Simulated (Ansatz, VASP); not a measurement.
Two plane-wave programs on Pt

```
Pt
1.0
     0.00000    1.92988    1.92988
     1.92988    0.00000    1.92988
     1.92988    1.92988    0.00000
Pt
1
Cartesian
  0.0000 0.0000 0.0000
```

Alike in both runs: task single point; functional r2SCAN; k mesh 18 × 18 × 18; occupations gaussian, width 0.1 eV; no spin polarisation.

|  | VASP | Ansatz |
| --- | --- | --- |
| version | VASP 6.6.1 | Ansatz 0.2.0 |
| potentials or method | VASP PAW PBE potentials, release 64 (Pt), cutoff 520 eV | scalar-relativistic, plane waves, PAW |
| valence electrons in the cell | 10 | 18 |

Ansatz gave:

- gap on the k mesh at the Fermi level (eV): none
- pressure (GPa): 19.9

Question: Which values does VASP return?

Answer: gap on the k mesh at the Fermi level (eV): none; pressure (GPa): 20.9.

VASP's potentials were made for PBE, not for r2SCAN. A gap of «none» marks a metal or a gap that the smearing closes. VASP's potentials hold 10 valence electrons a cell and Ansatz's 18, so a difference there can come from the potentials and not from the codes.

Neither program's run includes spin-orbit coupling.
